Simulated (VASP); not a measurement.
Input of a VASP 6.6.1 run:

The input INCAR:

```
SYSTEM = AlAs
ALGO = Normal
EDIFF = 1E-7
ENCUT = 520
GGA = PE
ISIF = 2
ISMEAR = 0
LASPH = .True.
LCHARG = .False.
LREAL = Auto
LWAVE = .False.
NBANDS = 46
NELM = 80
PREC = Accurate
SIGMA = 0.01
```

File KPOINTS:

```
k-points
0
Gamma
  3 3 3
  0 0 0
```

Contents of POSCAR:

```
AlAs
1.0
    0.0000000000      5.7279123196     -5.7279123196
    5.7279123196      5.7279123196      0.0000000000
    5.7279123196      0.0000000000     -5.7279123196
Al As
8 8
Direct
    0.0000000000      0.0000000000      0.5000000000
    0.0000000000      0.5000000000      0.5000000000
    0.5000000000      0.0000000000      0.5000000000
    0.5000000000      0.5000000000      0.5000000000
    0.0000000000      0.0000000000      1.0000000000
    0.0000000000      0.5000000000      1.0000000000
    0.5000000000      0.0000000000      1.0000000000
    0.5000000000      0.5000000000      1.0000000000
    0.1250000000      0.1250000000      0.1250000000
    0.1250000000      0.6250000000      0.1250000000
    0.6250000000      0.1250000000      0.1250000000
    0.6250000000      0.6250000000      0.1250000000
    0.1250000000      0.1250000000      0.6250000000
    0.1250000000      0.6250000000      0.6250000000
    0.6250000000      0.1250000000      0.6250000000
    0.6250000000      0.6250000000      0.6250000000
```

Potentials or basis: VASP PAW PBE potentials, release 64 (Al, As).

Run with:

```console
$ cat potpaw_PBE.64/Al/POTCAR potpaw_PBE.64/As/POTCAR > POTCAR
$ mpirun -np 1 vasp_std > vasp.out
```

Predict the band gap on the k mesh.

1.49 eV.

Predict the pressure.

0.2 GPa.

A hybrid or GW would open this gap; PBE tends to underestimate it.
